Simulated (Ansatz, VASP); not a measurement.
# Ca in VASP and in Ansatz

Contents of INCAR:

```
  ALGO = Normal
  EDIFF = 1E-6
  ENCUT = 520
  GGA = RP
  ISIF = 2
  ISMEAR = -1
  LASPH = T
  LCHARG = F
  LREAL = F
  LWAVE = F
  NBANDS = 11
  NELM = 80
  PREC = Accurate
  SIGMA = 0.1
```

Contents of KPOINTS:

```
k-points
0
Gamma
  16 16 16
```

File POSCAR:

```
Ca
1.0
    0.0000000000      2.7729051308      2.7729051308
    2.7729051308      0.0000000000      2.7729051308
    2.7729051308      2.7729051308      0.0000000000
Ca
1
Direct
    0.0000000000      0.0000000000      0.0000000000
```

Input for Ansatz:

```yaml
crystal:
  lattice:
    - [0.0, 2.7729051308, 2.7729051308]
    - [2.7729051308, 0.0, 2.7729051308]
    - [2.7729051308, 2.7729051308, 0.0]
  atoms:
    - { symbol: Ca, position: [0.0, 0.0, 0.0] }
hamiltonian:
  xc: rpbe
  pseudopotentials:
    kind: paw
    azcp:
      Ca: "pseudopotentials/Ca.paw.azcp"
basis:
  ecutwfc: 420
  fft_grid_basis: typed
kpoints:
  mp_grid: { grid: [16, 16, 16], shift: [0, 0, 0] }
magnetization:
  spin_polarized: false
scf:
  occupations: { method: fermi_dirac, width: 0.1 }
output:
  stress: true
```

Alike in both runs: task single point; functional RPBE; k mesh 16 × 16 × 16; occupations fermi-dirac, width 0.1 eV; no spin polarisation.

|  | VASP | Ansatz |
| --- | --- | --- |
| version | VASP 6.6.1 | Ansatz 0.2.0 |
| potentials or method | VASP PAW PBE potentials, release 64 (Ca_sv), cutoff 520 eV | plane waves (420 eV) with PAW, scalar-relativistic |
| valence electrons in the cell | 10 | 10 |

|  | VASP | Ansatz | Ansatz less VASP |
| --- | --- | --- | --- |
| pressure (GPa) | 0.7 | 0.7 | +0.01 |

VASP's potentials were made for PBE, not for RPBE. The functional is the same, so the differences come from potentials, cutoffs and numerics.
